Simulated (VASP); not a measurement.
A run of VASP 6.6.1 is set up as follows.

The input INCAR:

```
SYSTEM = Ni
PREC = Accurate
ENCUT = 520
EDIFF = 1E-6
ISMEAR = -1
SIGMA = 0.01
LREAL = .False.
LASPH = .True.
NELM = 150
ALGO = Normal
ISIF = 2
LWAVE = .False.
LCHARG = .False.
ISPIN = 2
MAGMOM = 0.672
LORBIT = 11
LMAXMIX = 4
GGA = PE
NBANDS = 15
```

File KPOINTS:

```
Automatic mesh
0
Gamma
  15 15 15
  0 0 0
```

File POSCAR:

```
Ni
1.0
    0.0000000000      1.7596893266      1.7596893266
    1.7596893266      0.0000000000      1.7596893266
    1.7596893266      1.7596893266      0.0000000000
Ni
1
Direct
    0.0000000000      0.0000000000      0.0000000000
```

Potentials or basis: VASP PAW PBE potentials, release 64 (Ni).

Command:

```bash
$ cat potpaw_PBE.64/Ni/POTCAR > POTCAR
$ mpirun -np 1 vasp_std > vasp.out
```

Problem. Estimate the site moments.

Solution. Ni +0.65 μB.

Problem. Predict the net moment.

Solution. 0.64 μB per cell.
